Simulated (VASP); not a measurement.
Ti:

```
Ti
1.0
    -1.62999    1.62999    1.62999
     1.62999   -1.62999    1.62999
     1.62999    1.62999   -1.62999
Ti
1
Cartesian
  0.0000 0.0000 0.0000
```

This cell differs from its parent crystal: volume scaled by 0.98.

Base run:

- Program: VASP 6.6.1
- Functional: PBE
- Potentials or basis: VASP PAW PBE potentials, release 64 (Ti_sv)
- Cutoff: 520 eV
- k mesh: 11 × 11 × 11
- Occupations: fermi-dirac, width 0.05 eV
- Spin: no spin polarisation

Its results: band gap on the k mesh zero (band 6 reaches 9.12 eV, above the bottom of band 7 at 7.52 eV); pressure -0.7 GPa.

Question: The run is repeated on the same cell with these changes: functional from PBE to PBEsol. What comes out?

Answer: Band gap on the k mesh zero (band 6 reaches 8.99 eV, above the bottom of band 7 at 7.38 eV); pressure -5.1 GPa.

PBEsol binds more tightly than PBE, so the same cell stands under less pressure.

Caveats: the PAW data sets were made with another functional, which shifts forces and pressure a little (some runs).
